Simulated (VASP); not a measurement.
# C (P6_3/mmc) in VASP: further runs, part 2 of 2

VASP 6.6.1. The steps go on from the part before.

## Step 5: Single point, LDA (mode 21 frozen in at +0.048 Å, strain +e along z and -e/2 along x and y +0.0467)

The COD entry that gives the cell may itself be a prediction, so a difference from it is no test against experiment.

File INCAR:

```
SYSTEM = C
PREC     = Accurate       ! precision mode
ENCUT    = 520            ! plane-wave cutoff, eV
EDIFF    = 1E-6           ! SCF threshold, eV
ISMEAR   = 0              ! smearing method
SIGMA    = 0.05           ! smearing width, eV
LREAL    = .FALSE.        ! projectors in reciprocal space
LASPH    = .TRUE.         ! aspherical terms in the spheres
NELM     = 80             ! most SCF steps
ALGO     = Normal         ! electronic algorithm
ISIF     = 2              ! what is computed and relaxed
LWAVE    = .FALSE.        ! write WAVECAR
LCHARG   = .FALSE.        ! write CHGCAR
NBANDS   = 26             ! bands
```

File KPOINTS:

```
regular mesh
0
G
  12 12 4
  0 0 0
```

File POSCAR:

```
C
1.0
    2.4314921993      0.0000000000      0.0000000000
   -1.2157460996      2.1057340137      0.0000000000
    0.0000000000      0.0000000000      8.5978723127
C
8
Direct
    0.0000000000      0.0000000000      0.0987800240
    0.0000000000      0.0000000000      0.5987800240
    0.0000000000      0.0000000000      0.4012199760
    0.0000000000      0.0000000000      0.9012199760
    0.3333333333      0.6666666667      0.1510010552
    0.6666666667      0.3333333333      0.6510010552
    0.3333333333      0.6666666667      0.3489989448
    0.6666666667      0.3333333333      0.8489989448
```

Potentials or basis: VASP PAW LDA potentials, release 64 (C).

On the command line:

```sh
$ cat potpaw_LDA.64/C/POTCAR > POTCAR
$ mpirun -np 1 vasp_std > vasp.out
```

OUTCAR:

```text
SYSTEM = C
   PREC = Accurate
   ENCUT = 520
   EDIFF = 1E-6
   ISMEAR = 0
   LREAL = .FALSE.
   LASPH = .TRUE.
   NELM = 80
   ISIF = 2

 ion  position               nearest neighbor table
   1  0.000  0.000  0.099-   5 1.47   5 1.47   5 1.47   4 1.70
   2  0.000  0.000  0.599-   6 1.47   6 1.47   6 1.47   3 1.70
   3  0.000  0.000  0.401-   7 1.47   7 1.47   7 1.47   2 1.70
   4  0.000  0.000  0.901-   8 1.47   8 1.47   8 1.47   1 1.70
   5  0.333  0.667  0.151-   1 1.47   1 1.47   1 1.47   7 1.70
   6  0.667  0.333  0.651-   2 1.47   2 1.47   2 1.47   8 1.70
   7  0.333  0.667  0.349-   3 1.47   3 1.47   3 1.47   5 1.70
   8  0.667  0.333  0.849-   4 1.47   4 1.47   4 1.47   6 1.70

  LATTYP: Found a hexagonal cell.
 ALAT       =     2.4314921993
 C/A-ratio  =     3.5360476645

  Lattice vectors:

 A1 = (   2.4314921993,   0.0000000000,   0.0000000000)
 A2 = (  -1.2157460996,   2.1057340137,   0.0000000000)
 A3 = (   0.0000000000,   0.0000000000,   8.5978723127)

Analysis of symmetry for initial positions (statically):
=====================================================================
[... 185 lines left out ...]

 E-fermi :  11.7871     XC(G=0): -13.6301

 val. band max:       11.4854859017   @ k =   0.0000   0.0000   0.0000
 cond. band min:      12.6438602934   @ k =   0.0000   0.0000   0.0000
 fundamental gap:      1.1583743916
 Fermi energy:        11.7871088348

 k-point     1 :       0.0000    0.0000    0.0000
  band No.  band energies     occupation
      1     -11.6644      2.00000
      2     -10.1310      2.00000
      3     -10.1248      2.00000
      4      -6.9412      2.00000
      5      -3.0454      2.00000
      6       2.9605      2.00000
[... 685 lines left out ...]
     25      21.3392      0.00000
     26      22.3841      0.00000

 [... further k-points ...]
[... 5 lines left out ...]
  --------------------------------------------------------------------------------------
  -------------------------------------------------------------------------------------
  Total       10.3977489     10.3977489     -9.8699284      0.0000000     -0.0000000     -0.0000000
  in kB      378.4273547    378.4273547   -359.2172627      0.0000000     -0.0000000     -0.0000000
  external PRESSURE =     132.5458156 kB  Pullay stress =       0.0000000 kB

 VOLUME and BASIS-vectors are now :
 -----------------------------------------------------------------------------
  energy-cutoff  :      520.00
  volume of cell :       44.02
      direct lattice vectors                 reciprocal lattice vectors
     2.431492199  0.000000000  0.000000000     0.411270084  0.237446893  0.000000000
    -1.215746100  2.105734014  0.000000000     0.000000000  0.474893787  0.000000000
     0.000000000  0.000000000  8.597872313     0.000000000  0.000000000  0.116307845

 POSITION                                       TOTAL-FORCE (eV/Angst)
 -----------------------------------------------------------------------------------
      0.00000      0.00000      0.84930        -0.000000      0.000000     -2.457581
      0.00000      0.00000      5.14823         0.000000      0.000000     -2.457581
      0.00000      0.00000      3.44964         0.000000      0.000000      2.457581
      0.00000      0.00000      7.74857        -0.000000     -0.000000      2.457581
     -0.00000      1.40382      1.29829        -0.000000     -0.000000      2.076676
      1.21575      0.70191      5.59722         0.000000     -0.000000      2.076676
     -0.00000      1.40382      3.00065        -0.000000     -0.000000     -2.076676
      1.21575      0.70191      7.29958         0.000000      0.000000     -2.076676
 -----------------------------------------------------------------------------------
    total drift:                                0.000000      0.000000     -0.000000

  FREE ENERGIE OF THE ION-ELECTRON SYSTEM (eV)
  ---------------------------------------------------
  free  energy   TOTEN  =       -79.9152030094 eV

  energy  without entropy=      -79.9152030094  energy(sigma->0) =      -79.91520301
```

OSZICAR:

```text
N       E                     dE             d eps       ncg     rms          rms(c)
DAV:   1     0.572895353508E+02    0.57290E+02   -0.16840E+04  2964   0.120E+03
DAV:   2    -0.787632422059E+02   -0.13605E+03   -0.12811E+03  3950   0.234E+02
DAV:   3    -0.836566475279E+02   -0.48934E+01   -0.48565E+01  4034   0.390E+01
DAV:   4    -0.836994238305E+02   -0.42776E-01   -0.42723E-01  3888   0.417E+00
DAV:   5    -0.837000832043E+02   -0.65937E-03   -0.65897E-03  3894   0.478E-01    0.123E+01
DAV:   6    -0.808781925301E+02    0.28219E+01   -0.19627E+00  3492   0.756E+00    0.711E+00
DAV:   7    -0.799175769990E+02    0.96062E+00   -0.23708E+00  3548   0.848E+00    0.154E+00
DAV:   8    -0.799154671251E+02    0.21099E-02   -0.83394E-02  3774   0.162E+00    0.143E-01
DAV:   9    -0.799151922135E+02    0.27491E-03   -0.10086E-03  3808   0.203E-01    0.519E-02
DAV:  10    -0.799152032115E+02   -0.10998E-04   -0.40116E-05  3692   0.374E-02    0.985E-03
DAV:  11    -0.799152030094E+02    0.20203E-06   -0.11973E-06  2844   0.708E-03
   1 F= -.79915203E+02 E0= -.79915203E+02  d E =-.768695E-20
```

Run time: 49 s. Hardware: 1 thread of AMD EPYC 7R43 (Zen 3), shared host; peak memory 0.12 GiB.

Results:

* Free energy: -79.9152 eV
* Pressure: 13.3 GPa
* Largest force: 2.458 eV/Å
* Band gap on the k mesh: 1.16 eV, direct

Forces in eV/Å, atoms in the order of the input:
```
C    0.000  0.000 -2.458
C    0.000  0.000 -2.458
C    0.000  0.000  2.458
C    0.000  0.000  2.458
C    0.000  0.000  2.077
C    0.000  0.000  2.077
C    0.000  0.000 -2.077
C    0.000  0.000 -2.077
```

Stress tensor (GPa, compression positive):
```
 37.84   0.00   0.00
  0.00  37.84   0.00
  0.00   0.00 -35.92
```

Levels at points of the mesh, in eV from the valence-band top:
| k point | band 14 | band 15 | band 16 | band 17 | band 18 | band 19 |
| --- | --- | --- | --- | --- | --- | --- |
| (0.00, 0.00, 0.00) | -1.95 | -1.95 | 0.00 | 1.16 | 5.40 | 5.40 |
| (0.50, 0.00, 0.00) | -5.59 | -5.27 | -4.34 | 2.97 | 3.73 | 4.28 |
| (0.00, 0.00, 0.50) | -2.31 | -2.31 | -2.31 | 4.62 | 4.62 | 5.83 |
| (0.50, 0.00, 0.50) | -5.70 | -5.34 | -5.34 | 4.28 | 4.28 | 4.67 |

Caveat: the cell differs from its parent crystal (mode 21 frozen in at +0.048 Å, strain +e along z and -e/2 along x and y +0.0467); forces of over 1 eV/Å act on the atoms, so gaps and moduli don't describe the material at rest. A k mesh can miss the band edges.
